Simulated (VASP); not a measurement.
Runs of VASP 6.6.1 on AlNi (CsCl type). The structure is that of space group Pm-3m (No. 221), or close to it. The cells are those of the table. 

| level | cell | k mesh | grid for exact exchange (PRECFOCK) | screening parameter | gap on the mesh (eV) | pressure (GPa) | largest force (eV/Å) |
| --- | --- | --- | --- | --- | --- | --- | --- |
| HSE06 | a = 2.871 Å, 2 atoms | 4 × 4 × 4 | Normal | 0.2079 1/Å | none | (b) | - |
| HSE06 | a = 2.841 Å, 2 atoms | 4 × 4 × 4 | Normal | 0.2079 1/Å | none | 3.3 | - |
| HSE06 | a = 2.811 Å, 2 atoms | 4 × 4 × 4 | Normal | 0.2079 1/Å | none | 10.0 | - |
| PBE | a = 2.890 Å, 2 atoms | 4 × 4 × 4 | - | - | none | -0.2 | 0.34 |
| HSE06 | a = 2.890 Å, 2 atoms | 4 × 4 × 4 | Normal | 0.2079 1/Å | none | -5.2 | 0.31 |
| PBE | a = 2.890 Å, 2 atoms | 8 × 8 × 8 | - | - | none | (a) | - |
| HSE06 | a = 2.928 Å, 2 atoms | 4 × 4 × 4 | Normal | 0.2079 1/Å | none | -10.5 | - |

Alike in all rows: task single point; potentials or basis VASP PAW PBE potentials, release 64 (Ni, Al); no spin polarisation; cutoff (eV) 520; smearing fermi-dirac 0.1 eV.

Problem. Estimate the missing entries.

Solution. (a) 0.7; (b) -1.9.

Caveats: some runs use coarse meshes; the PAW data sets were made with another functional, which shifts forces and pressure a little (some runs).

A gap of «none» marks levels without a gap at the run's occupations.
